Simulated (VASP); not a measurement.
Input of a VASP 6.6.1 run:

Contents of INCAR:

```
ALGO = Normal
EDIFF = 1E-7
ENCUT = 520
GGA = PE
ISIF = 2
ISMEAR = 0
IVDW = 12
LASPH = T
LCHARG = F
LREAL = F
LWAVE = F
NBANDS = 12
NELM = 80
PREC = Accurate
SIGMA = 0.1
```

Contents of KPOINTS:

```
k-points
0
Gamma
  6 6 6
```

POSCAR

```
SiB2
1.0
    3.1098994000      0.0000000000      0.0000000000
   -1.5549497000      2.6932518800      0.0000000000
    0.0000000000      0.0000000000      3.7386244900
Si B
1 2
Direct
    0.0000000000      0.0000000000      0.1574441300
    0.3333333300      0.6666666700      0.0000000000
    0.6666666700      0.3333333300      0.0000000000
```

Potentials or basis: VASP PAW PBE potentials, release 64 (Si, B).

Launch:

```sh
$ cat potpaw_PBE.64/Si/POTCAR potpaw_PBE.64/B/POTCAR > POTCAR
$ mpirun -np 1 vasp_std > vasp.out
```

Q: Estimate the dispersion energy per atom.

A: -0.254 eV.

Q: Estimate the band gap on the k mesh.

A: Zero (band 5 reaches 8.67 eV, above the bottom of band 6 at 5.54 eV).

Q: Estimate the largest force.

A: 4.193 eV/Å.

Stress tensor (GPa, compression positive):
```
55.20  0.00  0.00
 0.00 55.20  0.00
 0.00  0.00  5.30
```

Caveat: the k points lie up to 0.39 Å⁻¹ apart; pairwise dispersion overbinds metals, which lowers pressure and volume; forces of over 1 eV/Å act on the atoms, so gaps and moduli don't describe the material at rest.
